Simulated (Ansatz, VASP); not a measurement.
## Ta: VASP beside Ansatz

File INCAR:

```
PREC = Accurate
ENCUT = 520
EDIFF = 1E-7
ISMEAR = 0
SIGMA = 0.15
LREAL = False
LASPH = True
NELM = 60
ALGO = Fast
ISIF = 2
LWAVE = False
LCHARG = False
GGA = PE
NBANDS = 12
```

File KPOINTS:

```
Automatic mesh
0
Gamma
  20 20 20
```

The input POSCAR:

```
Ta
1.0
   -1.4423894886      1.4423894886      2.0647805529
    1.4423894886     -1.4423894886      2.0647805529
    1.4423894886      1.4423894886     -2.0647805529
Ta
1
Direct
    0.0000000000      0.0000000000      0.0000000000
```

Input for Ansatz:

```yaml
crystal:
  lattice:
    - [-1.4423894886, 1.4423894886, 2.0647805529]
    - [1.4423894886, -1.4423894886, 2.0647805529]
    - [1.4423894886, 1.4423894886, -2.0647805529]
  atoms:
    - { symbol: Ta, position: [0.0, 0.0, 0.0] }
basis:
  ecutwfc: 420
kpoints:
  mp_grid: { grid: [20, 20, 20] }
hamiltonian:
  xc: pbe
  pseudopotentials: { kind: paw, azcp: { folder: soft_1 } }
scf:
  occupations: { method: gaussian, width: 0.15 }
output:
  forces: true
  stress: true
  eigenvalues: true
```

Alike in both runs: task single point; functional PBE; k mesh 20 × 20 × 20; occupations gaussian, width 0.15 eV; no spin polarisation.

|  | VASP | Ansatz |
| --- | --- | --- |
| version | VASP 6.6.1 | Ansatz 0.2.0 |
| potentials or method | VASP PAW PBE potentials, release 64 (Ta_pv), cutoff 520 eV | scalar-relativistic, plane waves, PAW |
| valence electrons in the cell | 11 | 13 |

```csv
,VASP,Ansatz,Ansatz less VASP
gap on the k mesh at the Fermi level (eV),none,none,-
pressure (GPa),20.9,20.7,-0.18
"traceless stress, the component that is largest in VASP (GPa)",1.54,1.54,0.000
```

A gap of «none» marks a metal or a gap that the smearing closes. The functional is the same, so the differences come from potentials, cutoffs and numerics. VASP's potentials hold 11 valence electrons a cell and Ansatz's 13, so a difference there can come from the potentials and not from the codes.

Neither program's run includes spin-orbit coupling.
